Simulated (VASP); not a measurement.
# Zr2ZnN2 (P4/mmm) in VASP: notebook, part 2 of 2

VASP 6.6.1. The steps go on from the part before.

**4. Single point, PBE**

This run uses another cell than the first one, of the same volume but with other edges.

Contents of INCAR:

```
SYSTEM = Zr2ZnN2
PREC     = Accurate       ! precision mode
ENCUT    = 520            ! plane-wave cutoff, eV
EDIFF    = 1E-7           ! SCF threshold, eV
ISMEAR   = 0              ! smearing method
SIGMA    = 0.1            ! smearing width, eV
LREAL    = .FALSE.        ! projectors in reciprocal space
LASPH    = .TRUE.         ! aspherical terms in the spheres
NELM     = 100            ! most SCF steps
ALGO     = Normal         ! electronic algorithm
ISIF     = 2              ! what is computed and relaxed
LWAVE    = .FALSE.        ! write WAVECAR
LCHARG   = .FALSE.        ! write CHGCAR
GGA      = PE             ! functional
NBANDS   = 31             ! bands
```

Contents of KPOINTS:

```
regular mesh
0
G
  6 6 4
  0 0 0
```

Contents of POSCAR:

```
Zr2ZnN2
1.0
    3.4028702141      0.0000000000      0.0000000000
    0.0000000000      3.4028702141      0.0000000000
    0.0000000000      0.0000000000      6.5408343765
Zr Zn N
2 1 2
Direct
    0.5000000000      0.5000000000      0.2872827621
    0.5000000000      0.5000000000      0.7127172379
    0.0000000000      0.0000000000      0.0000000000
    0.0000000000      0.5000000000      0.5000000000
    0.5000000000      0.0000000000      0.5000000000
```

On the command line:

```console
cat potpaw_PBE.64/Zr_sv/POTCAR potpaw_PBE.64/Zn/POTCAR potpaw_PBE.64/N/POTCAR > POTCAR
mpirun -np 1 vasp_std > vasp.out
```

Wall time 72 s (1 thread of Intel Xeon Platinum 8259CL at 2.50GHz (Skylake/Cascade Lake), shared host); peak memory 0.22 GiB.

The run converged. Its results:

| Quantity | Value |
| --- | --- |
| Free energy | -36.8709 eV |
| Pressure | 0.2 GPa |
| Largest force | 0.026 eV/Å |
| Band gap on the k mesh | zero (band 23 reaches 7.41 eV, above the bottom of band 24 at 6.19 eV) |

Forces in eV/Å, atoms in the order of the input:
```
Zr   0.000  0.000 -0.026
Zr   0.000  0.000  0.026
Zn   0.000  0.000  0.000
N    0.000  0.000  0.000
N    0.000  0.000  0.000
```

Stress tensor (GPa, compression positive):
```
0.19 0.00 0.00
0.00 0.19 0.00
0.00 0.00 0.10
```

Levels at points of the mesh, in eV from the Fermi level:
| k point | band 21 | band 22 | band 23 | band 24 | band 25 | band 26 |
| --- | --- | --- | --- | --- | --- | --- |
| (0.00, 0.00, 0.00) | -1.28 | 0.19 | 0.19 | 1.20 | 1.58 | 3.11 |
| (0.50, 0.00, 0.00) | -2.54 | -1.93 | -1.72 | 0.06 | 1.30 | 2.15 |
| (0.50, 0.50, 0.00) | -1.37 | -1.21 | -1.21 | -0.75 | 1.61 | 2.08 |
| (0.00, 0.00, 0.50) | -1.96 | 0.27 | 0.27 | 1.42 | 1.83 | 2.18 |
| (0.50, 0.00, 0.50) | -2.49 | -1.83 | -1.48 | -0.07 | 1.57 | 1.69 |
| (0.50, 0.50, 0.50) | -0.94 | -0.94 | -0.75 | 0.93 | 1.88 | 2.08 |

**5. Relaxation of cell and atoms, PBE**

Contents of INCAR:

```
SYSTEM = Zr2ZnN2
PREC     = Accurate       ! precision mode
ENCUT    = 600            ! plane-wave cutoff, eV
EDIFF    = 1E-6           ! SCF threshold, eV
ISMEAR   = 0              ! smearing method
SIGMA    = 0.1            ! smearing width, eV
LREAL    = .FALSE.        ! projectors in reciprocal space
LASPH    = .TRUE.         ! aspherical terms in the spheres
NELM     = 80             ! most SCF steps
ALGO     = Normal         ! electronic algorithm
ISIF     = 3              ! what is computed and relaxed
LWAVE    = .FALSE.        ! write WAVECAR
LCHARG   = .FALSE.        ! write CHGCAR
GGA      = PE             ! functional
IBRION   = 2              ! ionic algorithm
NSW      = 90             ! ionic steps
EDIFFG   = -0.04          ! ionic threshold
```

Contents of KPOINTS:

```
regular mesh
0
G
  4 4 4
  0 0 0
```

Contents of POSCAR:

```
Zr2ZnN2
1.0
    3.8209702600      0.0000000000      0.0000000000
    0.0000000000      3.8209702600      0.0000000000
    0.0000000000      0.0000000000      5.1830336600
Zr Zn N
2 1 2
Direct
    0.5000000000      0.5000000000      0.2399999900
    0.5000000000      0.5000000000      0.7600000100
    0.0000000000      0.0000000000      0.0000000000
    0.0000000000      0.5000000000      0.5000000000
    0.5000000000      0.0000000000      0.5000000000
```

On the command line:

```console
cat potpaw_PBE.64/Zr_sv/POTCAR potpaw_PBE.64/Zn/POTCAR potpaw_PBE.64/N/POTCAR > POTCAR
mpirun -np 1 vasp_std > vasp.out
```

Run time: 8.2 min. Hardware: 1 thread of Intel Xeon Platinum 8259CL at 2.50GHz (Skylake/Cascade Lake), shared host; peak memory 0.24 GiB.

It converged, with:

```
Free energy                            : -36.9171 eV
Relaxed volume                         : 15.17 Å³/atom
Relaxed cell                           : a = 3.389 Å, b = 3.389 Å, c = 6.605 Å, α = 90.00°, β = 90.00°, γ = 90.00°
Space group after relaxing (to 0.05 Å) : P4/mmm (No. 123)
Energy gained by relaxing              : 479.8 meV/atom
Ionic steps                            : 20
Pressure after relaxing                : -0.2 GPa
Largest force after relaxing           : 0.015 eV/Å
Band gap on the k mesh                 : zero (band 23 reaches 7.23 eV, above the bottom of band 24 at 6.23 eV)
```

Forces on the atoms (eV/Å):
```
Zr   0.000  0.000  0.015
Zr   0.000  0.000 -0.015
Zn   0.000  0.000  0.000
N    0.000  0.000  0.000
N    0.000  0.000  0.000
```

Stress tensor (GPa, compression positive):
```
-0.21  0.00  0.00
 0.00 -0.21  0.00
 0.00  0.00 -0.11
```

The path:
```csv
step,energy change (eV),largest force (eV/Å),pressure (GPa),volume (Å³)
1,0.0000,6.1424,-3.50,75.67
2,-0.4508,8.5756,23.39,71.64
3,-1.4490,1.8673,6.05,73.55
4,-2.1632,0.6686,-5.45,77.51
5,-2.1868,1.2437,-7.71,78.36
6,-2.3550,0.6767,2.50,73.30
7,-2.3748,0.6728,-0.43,74.52
8,-2.3668,0.6565,2.53,74.39
9,-2.3856,0.0954,0.76,74.47
10,-2.3881,0.1160,-0.17,75.08
11,-2.3882,0.1226,-0.45,75.27
12,-2.3903,0.0249,-0.24,75.37
13,-2.3922,0.2084,0.25,75.60
14,-2.3932,0.2016,0.20,75.66
15,-2.3955,0.1918,0.07,75.86
16,-2.3969,0.1984,-0.23,76.24
17,-2.3970,0.1965,-0.17,76.15
18,-2.3980,0.1024,-0.28,76.09
19,-2.3985,0.0332,-0.43,76.00
20,-2.3988,0.0147,-0.18,75.86
```

Final structure:
```
CELL_PARAMETERS angstrom
3.38892 0.00000 0.00000
0.00000 3.38892 0.00000
0.00000 0.00000 6.60537
ATOMIC_POSITIONS crystal
Zr 0.50000 0.50000 0.28923
Zr 0.50000 0.50000 0.71077
Zn 0.00000 0.00000 0.00000
N 0.00000 0.50000 0.50000
N 0.50000 0.00000 0.50000
```

Levels at points of the mesh, in eV from the Fermi level:
```
           k point  band 19  band 20  band 21  band 22  band 23  band 24  band 25  band 26  band 27
(0.00, 0.00, 0.00)    -5.41    -4.40    -1.29     0.19     0.19     1.06     1.57     3.15     3.67
(0.50, 0.00, 0.00)    -3.84    -3.26    -2.58    -1.97    -1.76    -0.03     1.35     2.15     3.28
(0.50, 0.50, 0.00)    -3.02    -1.51    -1.40    -1.19    -1.19    -0.73     1.66     2.08     2.83
(0.00, 0.00, 0.50)    -4.38    -3.73    -2.00     0.26     0.26     1.26     1.78     2.23     2.23
(0.50, 0.00, 0.50)    -3.58    -3.20    -2.53    -1.87    -1.55    -0.15     1.57     1.73     3.17
(0.50, 0.50, 0.50)    -3.13    -2.72    -0.92    -0.92    -0.73     0.87     1.89     2.08     2.28
```

Caveat: the k points lie up to 0.46 Å⁻¹ apart in the final cell.

**6. Single point, PBE**

This run uses another cell than the first one: it holds 10 atoms, not 5.

Contents of INCAR:

```
SYSTEM = Zr2ZnN2
PREC = Accurate ; ENCUT = 520
EDIFF = 1E-6 ; ISMEAR = 0
SIGMA = 0.2 ; LREAL = .FALSE.
LASPH = .TRUE. ; NELM = 100
ALGO = Normal ; ISIF = 2
LWAVE = .FALSE. ; LCHARG = .TRUE.
GGA = PE ; LELF = .TRUE.
LVHAR = .TRUE. ; NBANDS = 57
```

Contents of KPOINTS:

```
regular mesh
0
G
  6 6 2
  0 0 0
```

Contents of POSCAR:

```
Zr2ZnN2
1.0
    3.4054570351      0.0000000000      0.0000000000
    0.0000000000      3.4054570351      0.0000000000
    0.0000000000      0.0000000000     13.0957288253
Zr Zn N
4 2 4
Direct
    0.5000000000      0.5000000000      0.1439766267
    0.5000000000      0.5000000000      0.6439766267
    0.5000000000      0.5000000000      0.3560233733
    0.5000000000      0.5000000000      0.8560233733
    1.0000000000      0.0000000000      1.0000000000
    0.0000000000      0.0000000000      0.5000000000
    0.0000000000      0.5000000000      0.2500000000
    0.0000000000      0.5000000000      0.7500000000
    0.5000000000      1.0000000000      0.2500000000
    0.5000000000      1.0000000000      0.7500000000
```

Potentials or basis: VASP PAW PBE potentials, release 64 (Zr_sv, Zn, N).

On the command line:

```console
cat potpaw_PBE.64/Zr_sv/POTCAR potpaw_PBE.64/Zn/POTCAR potpaw_PBE.64/N/POTCAR > POTCAR
mpirun -np 1 vasp_std > vasp.out
```

Wall time 3.2 min (1 thread of Intel Xeon Platinum 8259CL at 2.50GHz (Skylake/Cascade Lake), shared host); peak memory 0.33 GiB.

It converged, with:

```yaml
Free_energy: -73.7791 eV
Pressure: 0.1 GPa
Largest_force: 0.113 eV/Å
Band_gap_on_the_k_mesh: zero (band 46 reaches 7.22 eV, above the bottom of band 47 at 6.15 eV)
```

Forces on the atoms (eV/Å):
```
Zr   0.000  0.000 -0.113
Zr   0.000  0.000 -0.113
Zr   0.000  0.000  0.113
Zr   0.000  0.000  0.113
Zn   0.000  0.000  0.000
Zn   0.000  0.000  0.000
N    0.000  0.000  0.000
N    0.000  0.000  0.000
N    0.000  0.000  0.000
N    0.000  0.000  0.000
```

Stress tensor (GPa, compression positive):
```
 0.23  0.00  0.00
 0.00  0.23  0.00
 0.00  0.00 -0.02
```

Levels at points of the mesh, in eV from the Fermi level:
| k point | band 44 | band 45 | band 46 | band 47 | band 48 | band 49 |
| --- | --- | --- | --- | --- | --- | --- |
| (0.00, 0.00, 0.00) | 0.20 | 0.28 | 0.28 | 1.21 | 1.39 | 1.61 |
| (0.50, 0.00, 0.00) | -1.82 | -1.71 | -1.46 | -0.08 | 0.06 | 1.30 |
| (0.50, 0.50, 0.00) | -0.92 | -0.92 | -0.77 | -0.77 | 0.95 | 1.61 |
| (0.00, 0.00, 0.50) | 0.23 | 0.23 | 0.23 | 1.17 | 1.17 | 1.72 |
| (0.50, 0.00, 0.50) | -1.76 | -1.69 | -1.69 | -0.01 | -0.01 | 1.43 |
| (0.50, 0.50, 0.50) | -1.06 | -0.77 | -0.77 | -0.05 | -0.05 | 1.72 |

**7. Overview**

```tsv
task	cell	k mesh	cutoff (eV)	smearing	gap on the mesh (eV)	pressure (GPa)	largest force (eV/Å)
single point	a = 3.821, b = 3.821, c = 5.183 Å, 5 atoms	4 × 4 × 4	520	gaussian 0.1 eV	none	-3.4	6.14
single point	a = 3.377, b = 3.377, c = 6.668 Å, 5 atoms	4 × 4 × 4	520	gaussian 0.1 eV	none	0.4	0.01
single point	a = 3.403, b = 3.403, c = 6.541 Å, 5 atoms	6 × 6 × 4	520	gaussian 0.1 eV	none	0.2	0.03
relaxation of cell and atoms	relaxed from a = 3.821, b = 3.821, c = 5.183 Å, 5 atoms	4 × 4 × 4	600	gaussian 0.1 eV	none	-0.2	0.01
single point	a = 3.405, b = 3.405, c = 13.096 Å, 10 atoms	6 × 6 × 2	520	gaussian 0.2 eV	none	0.1	0.11
```

Alike in all rows: level PBE; potentials or basis VASP PAW PBE potentials, release 64 (Zr_sv, Zn, N); no spin polarisation.

Caveats: some runs use coarse meshes; forces of over 1 eV/Å act on the atoms, so gaps and moduli don't describe the material at rest (some runs).

Absolute energies hang on the potentials; compare differences alone.
